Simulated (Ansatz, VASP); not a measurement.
## BN in VASP and in Ansatz

Contents of INCAR:

```
ALGO     = Normal         # electronic algorithm
EDIFF    = 1E-6           # SCF threshold, eV
ENCUT    = 600            # plane-wave cutoff, eV
GGA      = PE             # functional
GGA_COMPAT= False        
ISIF     = 2              # what is computed and relaxed
ISMEAR   = 0              # smearing method
LASPH    = True           # aspherical terms in the spheres
LCHARG   = False          # write CHGCAR
LREAL    = False          # projectors in reciprocal space
LWAVE    = False          # write WAVECAR
NBANDS   = 16             # bands
NELM     = 120            # most SCF steps
PREC     = Accurate       # precision mode
SIGMA    = 0.01           # smearing width, eV
```

KPOINTS

```
k-points
0
Gamma
  12 12 4
```

File POSCAR:

```
BN
1.0
    2.4982400000      0.0000000000      0.0000000000
   -1.2491200000      2.1635400000      0.0000000000
    0.0000000000      0.0000000000      6.6357000000
B N
2 2
Direct
    0.3333333333      0.6666666667      0.2500000000
    0.6666666667      0.3333333333      0.7500000000
    0.3333333333      0.6666666667      0.7500000000
    0.6666666667      0.3333333333      0.2500000000
```

Input for Ansatz:

```yaml
crystal:
  lattice:
    - [2.49824, 0.0, 0.0]
    - [-1.24912, 2.16354, 0.0]
    - [0.0, 0.0, 6.6357]
  atoms:
    - { symbol: B, position: [0.3333333333333333, 0.6666666666666666, 0.25] }
    - { symbol: B, position: [0.6666666666666666, 0.3333333333333333, 0.75] }
    - { symbol: "N", position: [0.3333333333333333, 0.6666666666666666, 0.75] }
    - { symbol: "N", position: [0.6666666666666666, 0.3333333333333333, 0.25] }
basis:
  ecutwfc: 470.0
kpoints:
  mp_grid:
    grid: [12, 12, 4]
    shift: [0.0, 0.0, 0.0]
scf:
  n_extra_bands: 14
  convergence:
    dr2_threshold: 1.0e-10
  occupations:
    method: fixed
output:
  dos:
    de: 0.05
    projected: true
```

Alike in both runs: task single point; functional PBE; k mesh 12 × 12 × 4; no spin polarisation.

```csv
,VASP,Ansatz
version,VASP 6.6.1,Ansatz 0.2.0
potentials or method,"VASP PAW PBE potentials, release 64 (B, N), cutoff 600 eV","plane waves, PAW"
occupations,"gaussian, width 0.01 eV",fixed
valence electrons in the cell,16,16
```

|  | VASP | Ansatz | Ansatz less VASP |
| --- | --- | --- | --- |
| gap on the k mesh at the Fermi level (eV) | 4.29 | 4.29 | +0.007 |
